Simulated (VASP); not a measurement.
Here is a VASP 6.6.1 calculation.

INCAR

```
PREC = Accurate
ENCUT = 520
EDIFF = 1E-6
ISMEAR = 0
SIGMA = 0.1
LREAL = False
LASPH = True
NELM = 150
ALGO = Normal
ISIF = 2
LWAVE = False
LCHARG = False
ISPIN = 2
MAGMOM = 0 1.07
LORBIT = 11
LMAXMIX = 4
GGA = PE
NBANDS = 22
```

Contents of KPOINTS:

```
regular mesh
0
Gamma
  18 18 18
```

POSCAR

```
TiCo
1.0
    3.0814567095      0.0000000000      0.0000000000
    0.0000000000      3.0814567095      0.0000000000
    0.0000000000      0.0000000000      3.0814567095
Ti Co
1 1
Direct
    0.0000000000      0.0000000000      0.0000000000
    0.5000000000      0.5000000000      0.5000000000
```

Potentials or basis: VASP PAW PBE potentials, release 64 (Ti_sv, Co).

Run with:

```sh
$ cat potpaw_PBE.64/Ti_sv/POTCAR potpaw_PBE.64/Co/POTCAR > POTCAR
$ mpirun -np 1 vasp_std > vasp.out
```

(1) What does it give for the net moment?

(2) Estimate the pressure.

(3) What does it give for the site moments?

Answers

(1) 0.90 μB per cell.

(2) -13.3 GPa.

(3) Ti -0.11; Co +1.10 μB.
